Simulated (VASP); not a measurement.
## MgO: single point with PBEsol

MgO:

```
Mg O
1.0
     0.00000    2.06411    2.06411
     2.06411    0.00000    2.06411
     2.06411    2.06411    0.00000
Mg O
1 1
Cartesian
  0.0000 0.0000 0.0000
  2.0641 2.0641 2.0641
```

```
Program                : VASP 6.6.1
Task                   : single point
Functional             : PBEsol
Potentials or basis    : VASP PAW PBE potentials, release 64 (Mg, O)
Cutoff                 : 600 eV
k mesh                 : 10 × 10 × 10
Occupations            : gaussian, width 0.02 eV
Spin                   : no spin polarisation
Dipole correction      : no
Further INCAR settings : ALGO = Normal; EDIFF = 1e-06; NBANDS = 11
```

```json
{"Pressure": "10.4 GPa", "Band gap on the k mesh": "5.24 eV"}
```

Levels at points of the mesh, in eV from the valence-band top:
| k point | band 2 | band 3 | band 4 | band 5 | band 6 | band 7 |
| --- | --- | --- | --- | --- | --- | --- |
| (0.00, 0.00, 0.00) | 0.00 | 0.00 | 0.00 | 5.24 | 15.97 | 15.97 |
| (0.50, 0.00, 0.00) | -4.96 | -0.73 | -0.73 | 8.13 | 13.19 | 16.80 |
| (0.50, 0.50, 0.00) | -4.40 | -1.45 | -1.45 | 8.98 | 10.54 | 13.62 |

It took 7.8 s on 1 thread of AMD EPYC 7R13 Processor (Zen 3), on a shared host, peak memory 0.11 GiB.

Caveat: the cell stands under pressure; the PAW data sets were made with another functional, which shifts forces and pressure a little. Expect the measured gap to be larger: semilocal functionals such as PBEsol lack the derivative discontinuity.
